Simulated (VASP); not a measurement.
# Ga in VASP: a series of runs, part 2 of 3

VASP 6.6.1. Earlier steps stand in the parts before.

**4. Single point, LDA**

Contents of INCAR:

```
PREC = Accurate ; ENCUT = 520
EDIFF = 1E-6 ; ISMEAR = -1
SIGMA = 0.05 ; LREAL = F
LASPH = T ; NELM = 60
ALGO = Normal ; ISIF = 2
LWAVE = F ; LCHARG = T
LDIPOL = T ; IDIPOL = 3
DIPOL = 0.5 0.5 0.294 ; LELF = T
LVHAR = T ; LVACPOTAV = T
NBANDS = 20
```

Contents of KPOINTS:

```
regular mesh
0
Gamma
  7 7 1
```

Contents of POSCAR:

```
Ga
1.0
    4.3304700000      0.0000000000      0.0000000000
   -2.1652300000      3.7503000000      0.0000000000
    0.0000000000      0.0000000000     23.8000000000
Ga
2
Direct
    0.3333300000      0.6666700000      0.2941200000
    0.6666700000      0.3333300000      0.2941200000
```

Potentials or basis: VASP PAW LDA potentials, release 64 (Ga_d).

On the command line:

```bash
> cat potpaw_LDA.64/Ga_d/POTCAR > POTCAR
> mpirun -np 1 vasp_std > vasp.out
```

OUTCAR:

```text
PREC = Accurate
   ENCUT = 520
   EDIFF = 1E-6
   ISMEAR = -1
   LREAL = F
   LASPH = T
   NELM = 60
   ISIF = 2

 ion  position               nearest neighbor table
   1  0.333  0.667  0.294-   2 2.50   2 2.50   2 2.50
   2  0.667  0.333  0.294-   1 2.50   1 2.50   1 2.50

  LATTYP: Found a hexagonal cell.
 ALAT       =     4.3304700000
 C/A-ratio  =     5.4959392399

  Lattice vectors:

 A1 = (   4.3304700000,   0.0000000000,   0.0000000000)
 A2 = (  -2.1652300000,   3.7503000000,   0.0000000000)
 A3 = (   0.0000000000,   0.0000000000,  23.8000000000)

Analysis of symmetry for initial positions (statically):
=====================================================================
 Subroutine PRICEL returns:
 Original cell was already a primitive cell.

 Routine SETGRP: Setting up the symmetry group for a
 hexagonal supercell.

 Subroutine GETGRP returns: Found  8 space group operations
 (whereof  4 operations were pure point group operations)
 out of a pool of 24 trial point group operations.

The static configuration has the point symmetry C_2v.
 The point group associated with its full space group is D_2h.

Analysis of symmetry for dynamics (positions and initial velocities):
=====================================================================
 Subroutine PRICEL returns:
 Original cell was already a primitive cell.

 Routine SETGRP: Setting up the symmetry group for a
 hexagonal supercell.

 Subroutine GETGRP returns: Found  8 space group operations
 (whereof  4 operations were pure point group operations)
 out of a pool of 24 trial point group operations.

The dynamic configuration has the point symmetry C_2v.
 The point group associated with its full space group is D_2h.

 Subroutine INISYM returns: Found  8 space group operations
 (whereof  4 operations are pure point group operations),
 and found     1 'primitive' translations

----------------------------------------------------------------------------------------

                                     Primitive cell

  volume of cell :     386.5254

  direct lattice vectors                    reciprocal lattice vectors
     4.330470000  0.000000000  0.000000000     0.230921817  0.133322360  0.000000000
    -2.165230000  3.750300000  0.000000000     0.000000000  0.266645335  0.000000000
     0.000000000  0.000000000 23.800000000     0.000000000  0.000000000  0.042016807

  length of vectors
     4.330470000  4.330470072 23.800000000     0.266645339  0.266645335  0.042016807

  position of ions in fractional coordinates (direct lattice)
     0.333330000  0.666670000  0.294120000
     0.666670000  0.333330000  0.294120000

  ion indices of the primitive-cell ions
   primitive index   ion index
                 1           1
                 2           2

----------------------------------------------------------------------------------------

 KPOINTS: regular mesh

Automatic generation of k-mesh.
 Grid dimensions read from file:
 generate k-points for:    7    7    1

 Generating k-lattice:

  Cartesian coordinates                     Fractional coordinates (reciprocal lattice)
     0.032988831  0.019046051  0.000000000     0.142857143 -0.000000000  0.000000000
     0.000000000  0.038092191  0.000000000     0.000000000  0.142857143  0.000000000
     0.000000000  0.000000000  0.042016807     0.000000000  0.000000000  1.000000000

  Length of vectors
     0.038092191  0.038092191  0.042016807

  Shift w.r.t. Gamma in fractional coordinates (k-lattice)
     0.000000000  0.000000000  0.000000000

 Subroutine IBZKPT returns following result:
 ===========================================

 Found     16 irreducible k-points:

 Following reciprocal coordinates:
            Coordinates               Weight
  0.000000  0.000000  0.000000      1.000000
  0.142857  0.000000  0.000000      4.000000
 -0.142857  0.142857  0.000000      2.000000
  0.285714  0.000000  0.000000      4.000000
 -0.285714  0.285714  0.000000      2.000000
  0.428571  0.000000  0.000000      4.000000
[... 8 lines left out ...]
  0.285714  0.285714  0.000000      2.000000
 -0.285714 -0.428571  0.000000      4.000000
   k-points           NKPTS =     16   k-points in BZ     NKDIM =     16   number of bands    NBANDS=     20
   number of dos      NEDOS =    301   number of ions     NIONS =      2
   total plane-waves  NPLWV = 184320
   dimension x,y,z NGX =    32 NGY =   32 NGZ =  180
   dimension x,y,z NGXF=    64 NGYF=   64 NGZF=  360
   ions per type =               2
   NGX,Y,Z   is equivalent  to a cutoff of  12.28, 12.28, 12.57 a.u.
   NGXF,Y,Z  is equivalent  to a cutoff of  24.57, 24.57, 25.15 a.u.
 SYSTEM =  unknown system
   PREC   = accura    normal or accurate (medium, high low for compatibility)
   ISTART =      0    job   : 0-new  1-cont  2-samecut
   ICHARG =      2    charge: 1-file 2-atom 10-const
   ISPIN  =      1    spin polarized calculation?
   LNONCOLLINEAR =      F non collinear calculations
   LSORBIT =      F    spin-orbit coupling
   LASPH  =      T    aspherical Exc in radial PAW
   ENCUT  =  520.0 eV  38.22 Ry    6.18 a.u.   8.05  8.05 44.25*2*pi/ulx,y,z
   NELM   =     60;   NELMIN=  2; NELMDL= -5     # of ELM steps
   EDIFF  = 0.1E-05   stopping-criterion for ELM
   LREAL  =      F    real-space projection
   EDIFFG = 0.1E-04   stopping-criterion for IOM
   NSW    =      0    number of steps for IOM
   IBRION =     -1    ionic relax: 0-MD 1-quasi-New 2-CG
   NFREE  =      0    steps in history (QN), initial steepest desc. (CG)
   ISIF   =      2    stress and relaxation
   ISYM   =      2    0-nonsym 1-usesym 2-fastsym
   POTIM  = 0.5000    time-step for ionic-motion
   TEBEG  =    0.0;   TEEND  =   0.0 temperature during run
   PSTRESS=    0.0 pullay stress
   NELECT =      26.0000    total number of electrons
   NUPDOWN=      -1.0000    fix difference up-down
   EMIN   =  10.00;   EMAX   =-10.00  energy-range for DOS
   EFERMI =   0.00;   METHOD = LEGACY
   ISMEAR =    -1;   SIGMA  =   0.05  broadening in eV -4-tet -1-fermi 0-gaus
   EFERMI_NEDOS =   21; number of points for ismear=-14 and -15
   IALGO  =     38    algorithm
   IMIX   =      4    mixing-type and parameters
     AMIX     =   0.40;   BMIX     =  1.00
     AMIX_MAG =   1.60;   BMIX_MAG =  1.00
  volume/ion in A,a.u.               =     193.26      1304.20
  Fermi-wavevector in a.u.,A,eV,Ry     =   0.665794  1.258168  6.031215  0.443282
  Thomas-Fermi vector in A             =   1.739898
   LORBIT       =      0    0 simple, 1 ext, 2 COOP (PROOUT), +10 PAW based schemes
   GGA     = CA    functional components
   LHFCALC =     F    Hartree Fock is set to
   AEXX    =    0.0000 exact exchange contribution
   IVDW    =     0    specifies the selected vdW correction
   LEPSILON=     F    determine dielectric tensor
   LRPA    =     F    only Hartree local field effects (RPA)
 non-spin polarized calculation
  energy-cutoff  :      520.00
  volume of cell :      386.53
 maximum number of plane-waves:     10440
   NGX = 17   NGY = 17   NGZ = 89

 dipolmoment           0.000000      0.000000     -0.000000 electrons x Angstroem

 number of electron      26.0000003 magnetization

 dipolmoment           0.000000      0.000000      0.000003 electrons x Angstroem

 Free energy of the ion-electron system (eV)
  ---------------------------------------------------
  ext. energy  EPLUGINS =         0.00000000
  ---------------------------------------------------
  free energy    TOTEN  =        -5.50490752 eV

  energy without entropy =       -5.48860801  energy(sigma->0) =       -5.49675777

 E-fermi :  -3.6609     XC(G=0):  -1.8562

 val. band max:       -3.7461973620   @ k =   0.2857   0.0000   0.0000
 cond. band min:      -3.6314450485   @ k =  -0.1429   0.2857   0.0000
 fundamental gap:      0.1147523135
 Fermi energy:        -3.6608817140

 k-point     1 :       0.0000    0.0000    0.0000
  band No.  band energies     occupation
      1     -18.6165      2.00000
      2     -18.4939      2.00000
      3     -18.4938      2.00000
      4     -18.4519      2.00000
      5     -18.4519      2.00000
      6     -18.2825      2.00000
[... 12 lines left out ...]
     19       1.5527      0.00000
     20       1.5530      0.00000
[... 323 lines left out ...]
 k-point    16 :      -0.2857   -0.4286    0.0000
  band No.  band energies     occupation
      1     -18.6668      2.00000
      2     -18.5611      2.00000
      3     -18.5608      2.00000
      4     -18.5288      2.00000
      5     -18.4176      2.00000
      6     -18.3696      2.00000
[... 12 lines left out ...]
     19       2.9763      0.00000
     20       3.5138      0.00000

------------------------ aborting loop because EDIFF is reached ----------------------------------------

  FORCE on cell =-STRESS in cart. coord.  units (eV):
  Direction    XX          YY          ZZ          XY          YZ          ZX
  --------------------------------------------------------------------------------------
  -------------------------------------------------------------------------------------
  Total       -1.5208946     -1.5205842      0.0010684      0.0002689      0.0000000      0.0000000
  in kB       -6.3042249     -6.3029382      0.0044285      0.0011145      0.0000000      0.0000000
  external PRESSURE =      -4.2009115 kB  Pullay stress =       0.0000000 kB

 VOLUME and BASIS-vectors are now :
 -----------------------------------------------------------------------------
  energy-cutoff  :      520.00
  volume of cell :      386.53
      direct lattice vectors                 reciprocal lattice vectors
     4.330470000  0.000000000  0.000000000     0.230921817  0.133322360  0.000000000
    -2.165230000  3.750300000  0.000000000     0.000000000  0.266645335  0.000000000
     0.000000000  0.000000000 23.800000000     0.000000000  0.000000000  0.042016807

 POSITION                                       TOTAL-FORCE (eV/Angst)
 -----------------------------------------------------------------------------------
     -0.00002      2.50021      7.00006         0.000169     -0.000098      0.000000
      2.16526      1.25009      7.00006        -0.000169      0.000098      0.000000
 -----------------------------------------------------------------------------------
    total drift:                                0.000000      0.000000      0.000189

  FREE ENERGIE OF THE ION-ELECTRON SYSTEM (eV)
  ---------------------------------------------------
  free  energy   TOTEN  =        -5.5049075247 eV

  energy  without entropy=       -5.4886080115  energy(sigma->0) =       -5.49675777

 vacuum level on the upper side and lower side of the slab         0.961         0.961
```

OSZICAR:

```text
N       E                     dE             d eps       ncg     rms          rms(c)
DAV:   1     0.113663107454E+03    0.11366E+03   -0.11373E+04   760   0.103E+03
DAV:   2     0.187865366236E+01   -0.11178E+03   -0.10983E+03   792   0.218E+02
DAV:   3    -0.555936233465E+01   -0.74380E+01   -0.74084E+01   808   0.666E+01
[... 11 lines left out ...]
DAV:  15    -0.550485139840E+01   -0.54749E-04   -0.29706E-06   596   0.112E-02    0.162E-03
DAV:  16    -0.550489742152E+01   -0.46023E-04   -0.36137E-06   548   0.969E-03    0.821E-04
DAV:  17    -0.550490348472E+01   -0.60632E-05   -0.35264E-07   596   0.645E-03    0.477E-04
DAV:  18    -0.550490715058E+01   -0.36659E-05   -0.24576E-07   540   0.195E-03    0.421E-05
DAV:  19    -0.550490752470E+01   -0.37412E-06   -0.14872E-08   536   0.886E-04
   1 F= -.55049075E+01 E0= -.54967578E+01  d E =-.162995E-01
```

stdout:

```text
POSCAR found type information on POSCAR Ga
 POSCAR found :  1 types and       2 ions
 scaLAPACK will be used
 LDA part: xc-table for (Slater(with rela. corr.)+CA(PZ))
 , standard interpolation
 POSCAR, INCAR and KPOINTS ok, starting setup
 FFT: planning ... GRIDC
 FFT: planning ... GRID_SOFT
 FFT: planning ... GRID
 WAVECAR not read
 entering main loop
 -----------------------------------------------------------------------------
|                                                                             |
|           W    W    AA    RRRRR   N    N  II  N    N   GGGG   !!!           |
|           W    W   A  A   R    R  NN   N  II  NN   N  G    G  !!!           |
|           W    W  A    A  R    R  N N  N  II  N N  N  G       !!!           |
|           W WW W  AAAAAA  RRRRR   N  N N  II  N  N N  G  GGG   !            |
|           WW  WW  A    A  R   R   N   NN  II  N   NN  G    G                |
|           W    W  A    A  R    R  N    N  II  N    N   GGGG   !!!           |
|                                                                             |
|     Did not find any points to average over, which means that no vacuum     |
|     field-free region was found. Please increase the size of  your cell     |
|     in the dimension of the dipole correction to obtain accurate            |
|     workfunction values.                                                    |
|                                                                             |
 -----------------------------------------------------------------------------
```

Run time: 2.8 min. Hardware: 1 thread of Intel Xeon 8259CL, shared host; peak memory 0.37 GiB.

Results:

- Free energy: -5.5049 eV
- Band gap on the k mesh: zero (bands 13 and 14 overlap by 1.25 eV)

(Continued in part 3 of 3.)

The gap in the log of VASP goes by the Fermi energy; the results here count the filled bands.